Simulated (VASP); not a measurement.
# CoO (Fm-3m) in VASP: notebook

Aim: see how the results for CoO move with the level of theory and the settings. Levels: BLYP+D3(BJ), PBEsol+D4. Tasks: single point, relaxation of cell and atoms.

Everything below comes from runs of VASP 6.6.1. Logs are shortened: lines on timing, memory, paths and dates and some standing lists are left out, and cuts for length are marked.

## Step 1: The cell of the first run

It takes space group Fm-3m (No. 225, cubic). The conventional cell has a = 4.205 Å, b = 4.205 Å, c = 4.205 Å, α = 90.00°, β = 90.00°, γ = 90.00°. Co (site symmetry m-3m) has 6 O at 2.10 Å within 2.8 Å. O (site symmetry m-3m) has 6 Co at 2.10 Å within 2.8 Å.

## Step 2: Single point, BLYP+D3(BJ), collinear spin, ferromagnetic start

Contents of INCAR:

```
SYSTEM = CoO
AGGAC = 1.0 ; AGGAX = 1.0
ALDAC = 0.0 ; ALDAX = 1.0
ALGO = Normal ; EDIFF = 1E-6
ENCUT = 1340 ; GGA = B5
GGA_COMPAT = .FALSE. ; ISIF = 2
ISMEAR = -1 ; ISPIN = 2
IVDW = 12 ; LASPH = .TRUE.
LCHARG = .TRUE. ; LELF = .TRUE.
LMAXMIX = 4 ; LORBIT = 11
LREAL = .FALSE. ; LVHAR = .TRUE.
LWAVE = .FALSE. ; MAGMOM = 2 0
NBANDS = 22 ; NELM = 200
PREC = Accurate ; SIGMA = 0.05
VDW_A1 = 0.4298 ; VDW_A2 = 4.2359
VDW_S6 = 1.0 ; VDW_S8 = 2.6996
```

Contents of KPOINTS:

```
k-points
0
G
  11 11 11
  0 0 0
```

Contents of POSCAR:

```
CoO
1.0
    0.0000000000      2.1026924146      2.1026924146
    2.1026924146      0.0000000000      2.1026924146
    2.1026924146      2.1026924146      0.0000000000
Co O
1 1
Direct
    0.0000000000      0.0000000000      0.0000000000
    0.5000000000      0.5000000000      0.5000000000
```

Potentials or basis: VASP PAW PBE potentials, release 64 (Co_sv, O_h).

Command:

```bash
> cat potpaw_PBE.64/Co_sv/POTCAR potpaw_PBE.64/O_h/POTCAR > POTCAR
> mpirun -np 1 vasp_std > vasp.out
```

OUTCAR:

```text
SYSTEM = CoO
   EDIFF = 1E-6
   ENCUT = 1340
   GGA = B5
   ISIF = 2
   ISMEAR = -1
   ISPIN = 2
   IVDW = 12
   LASPH = .TRUE.
   LORBIT = 11
   LREAL = .FALSE.
   NELM = 200
   PREC = Accurate
 IVDW          = 12

 ion  position               nearest neighbor table
   1  0.000  0.000  0.000-
   2  0.500  0.500  0.500-

  LATTYP: Found a face centered cubic cell.
 ALAT       =     4.2053848292

  Lattice vectors:

 A1 = (   0.0000000000,   2.1026924146,   2.1026924146)
 A2 = (   2.1026924146,   0.0000000000,   2.1026924146)
 A3 = (   2.1026924146,   2.1026924146,   0.0000000000)

Analysis of symmetry for initial positions (statically):
=====================================================================
 Subroutine PRICEL returns:
 Original cell was already a primitive cell.

 Routine SETGRP: Setting up the symmetry group for a
 face centered cubic supercell.

 Subroutine GETGRP returns: Found 48 space group operations
 (whereof 48 operations were pure point group operations)
 out of a pool of 48 trial point group operations.

The static configuration has the point symmetry O_h .

Analysis of symmetry for dynamics (positions and initial velocities):
=====================================================================
 Subroutine PRICEL returns:
 Original cell was already a primitive cell.

 Routine SETGRP: Setting up the symmetry group for a
 face centered cubic supercell.

 Subroutine GETGRP returns: Found 48 space group operations
 (whereof 48 operations were pure point group operations)
 out of a pool of 48 trial point group operations.

The dynamic configuration has the point symmetry O_h .

Analysis of structural, dynamic, and magnetic symmetry:
=====================================================================
 Subroutine PRICEL returns:
 Original cell was already a primitive cell.

 Routine SETGRP: Setting up the symmetry group for a
 face centered cubic supercell.

 Subroutine GETGRP returns: Found 48 space group operations
 (whereof 48 operations were pure point group operations)
 out of a pool of 48 trial point group operations.

The overall configuration has the point symmetry O_h .

 Subroutine INISYM returns: Found 48 space group operations
 (whereof 48 operations are pure point group operations),
 and found     1 'primitive' translations

----------------------------------------------------------------------------------------

                                     Primitive cell

  volume of cell :      18.5933

[... 109 lines left out ...]
  volume/ion in A,a.u.               =       9.30        62.74
  Fermi-wavevector in a.u.,A,eV,Ry     =   1.757377  3.320962 42.019896  3.088375
  Thomas-Fermi vector in A             =   2.826744
   LORBIT       =     11    0 simple, 1 ext, 2 COOP (PROOUT), +10 PAW based schemes
   GGA     = B5    functional components
   LHFCALC =     F    Hartree Fock is set to
   AEXX    =    0.0000 exact exchange contribution
   IVDW    =    12    specifies the selected vdW correction
   LEPSILON=     F    determine dielectric tensor
   LRPA    =     F    only Hartree local field effects (RPA)
 spin polarized calculation
  energy-cutoff  :     1340.00
  volume of cell :       18.59
 maximum number of plane-waves:      2093
   NGX = 17   NGY = 17   NGZ = 17

 number of electron      22.9999999 magnetization       2.4870922

 Free energy of the ion-electron system (eV)
  ---------------------------------------------------
  ext. energy  EPLUGINS =         0.00000000
  ---------------------------------------------------
  free energy    TOTEN  =       -12.14850779 eV

  energy without entropy =      -12.10831654  energy(sigma->0) =      -12.12841216

 E-fermi :  10.1894     XC(G=0): -12.3502

 val. band max:       10.1881653116   @ k =   0.4545   0.1818   0.0909
 cond. band min:      10.1973813811   @ k =   0.4545   0.2727   0.0000
 fundamental gap:      0.0092160695
 Fermi energy:        10.1894405183

 spin component 1

 k-point     1 :       0.0000    0.0000    0.0000
  band No.  band energies     occupation
      1     -85.8768      1.00000
      2     -49.3763      1.00000
      3     -49.3763      1.00000
      4     -49.3763      1.00000
      5     -10.2511      1.00000
      6       6.8730      1.00000
[... 589 lines left out ...]
     21      38.7729      0.00000
     22      40.6137      0.00000

 [... further k-points ...]

 spin component 2

 k-point     1 :       0.0000    0.0000    0.0000
  band No.  band energies     occupation
      1     -83.2099      1.00000
      2     -46.7906      1.00000
      3     -46.7905      1.00000
      4     -46.7905      1.00000
      5      -9.9069      1.00000
      6       7.2515      1.00000
[... 589 lines left out ...]
     21      39.2476      0.00000
     22      41.0980      0.00000

 [... further k-points ...]

------------------------ aborting loop because EDIFF is reached ----------------------------------------

 Edisp (eV)   -0.98892

 E8    (eV) :    -0.6808

  FORCE on cell =-STRESS in cart. coord.  units (eV):
  Direction    XX          YY          ZZ          XY          YZ          ZX
  --------------------------------------------------------------------------------------
  -------------------------------------------------------------------------------------
  Total       0.18444     0.18444     0.18444    -0.00000     0.00000    -0.00000
  in kB      15.89326    15.89326    15.89326    -0.00000     0.00000    -0.00000
  external pressure =       15.89 kB  Pullay stress =        0.00 kB

 VOLUME and BASIS-vectors are now :
 -----------------------------------------------------------------------------
  energy-cutoff  :     1340.00
  volume of cell :       18.59
      direct lattice vectors                 reciprocal lattice vectors
     0.000000000  2.102692415  2.102692415    -0.237790367  0.237790367  0.237790367
     2.102692415  0.000000000  2.102692415     0.237790367 -0.237790367  0.237790367
     2.102692415  2.102692415  0.000000000     0.237790367  0.237790367 -0.237790367

 POSITION                                       TOTAL-FORCE (eV/Angst)
 -----------------------------------------------------------------------------------
      0.00000      0.00000      0.00000         0.000000     -0.000000     -0.000000
      2.10269      2.10269      2.10269        -0.000000      0.000000      0.000000
 -----------------------------------------------------------------------------------
    total drift:                                0.000000      0.000000      0.000000

  FREE ENERGIE OF THE ION-ELECTRON SYSTEM (eV)
  ---------------------------------------------------
  free  energy   TOTEN  =       -13.1374233909 eV

  energy  without entropy=      -13.0972321385  energy(sigma->0) =      -13.11732776

 total charge

# of ion       s       p       d       tot
------------------------------------------
    1        2.144   6.063   6.743  14.950
    2        1.039   2.321   0.000   3.361
--------------------------------------------------
tot          3.183   8.385   6.743  18.311

 magnetization (x)

# of ion       s       p       d       tot
------------------------------------------
    1        0.013   0.009   2.174   2.196
    2        0.026   0.133   0.000   0.159
--------------------------------------------------
tot          0.039   0.142   2.174   2.355
```

Run time: 5 min. Hardware: 1 thread of Intel Xeon Platinum 8259CL at 2.50GHz (Skylake/Cascade Lake), shared host; peak memory 0.33 GiB.

Results:

- Free energy: -13.1374 eV
- Pressure: 1.6 GPa
- Net moment: 2.49 μB per cell
- Site moments: Co +2.20; O +0.16 μB
- Valence electrons inside the program's atomic spheres: Co 14.95; O 3.36
- Dispersion energy per atom: -0.494 eV

Caveat: the PAW data sets were made with another functional, which shifts forces and pressure a little; a cell with one magnetic atom can't hold antiferromagnetic order, which such compounds often take; semilocal functionals often make such compounds metallic where correlation or magnetic order opens a gap, which also shifts bond lengths. With open d or f shells a metallic result of BLYP can be an artefact of self-interaction; +U or a hybrid may open a gap.

## Step 3: Relaxation of cell and atoms, PBEsol+D4, collinear spin, ferromagnetic start

This run uses another cell than the first one, of 9.68 Å³/atom.

Contents of INCAR:

```
PREC = Accurate
ENCUT = 700
EDIFF = 1E-7
ISMEAR = -1
SIGMA = 0.05
LREAL = False
LASPH = True
NELM = 200
ALGO = Normal
ISIF = 3
LWAVE = False
LCHARG = False
ISPIN = 2
MAGMOM = 2 0
LORBIT = 11
LMAXMIX = 4
GGA = PS
IVDW = 13
IBRION = 2
NSW = 60
EDIFFG = -0.01
GGA_COMPAT = False
NELMIN = 4
```

Contents of KPOINTS:

```
regular mesh
0
Gamma
  11 11 11
```

Contents of POSCAR:

```
CoO
1.0
    0.0000000000      2.1315000000      2.1315000000
    2.1315000000      0.0000000000      2.1315000000
    2.1315000000      2.1315000000      0.0000000000
Co O
1 1
Direct
    0.0000000000      0.0000000000      0.0000000000
    0.5000000000      0.5000000000      0.5000000000
```

Potentials or basis: VASP PAW PBE potentials, release 64 (Co_sv, O).

Command:

```bash
> cat potpaw_PBE.64/Co_sv/POTCAR potpaw_PBE.64/O/POTCAR > POTCAR
> mpirun -np 1 vasp_std > vasp.out
```

Run time: 3.6 min. Hardware: 1 thread of Intel Xeon Platinum 8259CL at 2.50GHz (Skylake/Cascade Lake), shared host; peak memory 0.2 GiB.

The run converged. Its results:

```yaml
Free_energy: -14.4196 eV
Relaxed_volume: 8.93 Å³/atom
Relaxed_cell: a = 2.934 Å, b = 2.934 Å, c = 2.934 Å, α = 60.00°, β = 60.00°, γ = 60.00°
Space_group_after_relaxing_to_0.1_Å: Fm-3m (No. 225)
Energy_gained_by_relaxing: 33.4 meV/atom
Ionic_steps: 3
Pressure_after_relaxing: 0.1 GPa
Net_moment: 2.73 μB per cell
Site_moments: Co +2.37; O +0.27 μB
Valence_electrons_inside_the_program's_atomic_spheres: Co 14.93; O 4.99
Dispersion_energy_per_atom: -0.167 eV
```

The path:
```tsv
step	energy change (eV)	largest force (eV/Å)	pressure (GPa)	volume (Å³)
1	0.0000	0.0000	-13.55	19.37
2	-0.0503	0.0000	5.45	17.16
3	-0.0667	0.0000	0.11	17.86
```

Final structure:
```cif
data_structure
_symmetry_space_group_name_H-M 'P 1'
_symmetry_Int_Tables_number 1
_cell_length_a 2.9338
_cell_length_b 2.9338
_cell_length_c 2.9338
_cell_angle_alpha 60.000
_cell_angle_beta 60.000
_cell_angle_gamma 60.000
_cell_volume 17.86
loop_
_atom_site_label
_atom_site_type_symbol
_atom_site_fract_x
_atom_site_fract_y
_atom_site_fract_z
_atom_site_occupancy
Co1 Co 0.00000 0.00000 0.00000 1
O1 O 0.50000 0.50000 0.50000 1
```

Levels at points of the mesh, in eV from the Fermi level:
Spin up:
```csv
k point,band 10,band 11,band 12,band 13,band 14,band 15,band 16
"(0.00, 0.00, 0.00)",-3.28,-3.20,-3.20,-3.20,1.23,16.72,18.45
```
Spin down:
```tsv
k point	band 6	band 7	band 8	band 9	band 10	band 11	band 12	band 13	band 14	band 15
(0.00, 0.00, 0.00)	-3.10	-3.10	-3.10	-1.30	-1.30	-1.30	-0.27	-0.27	1.75	16.67
```

Caveat: the PAW data sets were made with another functional, which shifts forces and pressure a little; a cell with one magnetic atom can't hold antiferromagnetic order, which such compounds often take; semilocal functionals often make such compounds metallic where correlation or magnetic order opens a gap, which also shifts bond lengths. With open d or f shells a metallic result of PBEsol can be an artefact of self-interaction; +U or a hybrid may open a gap.
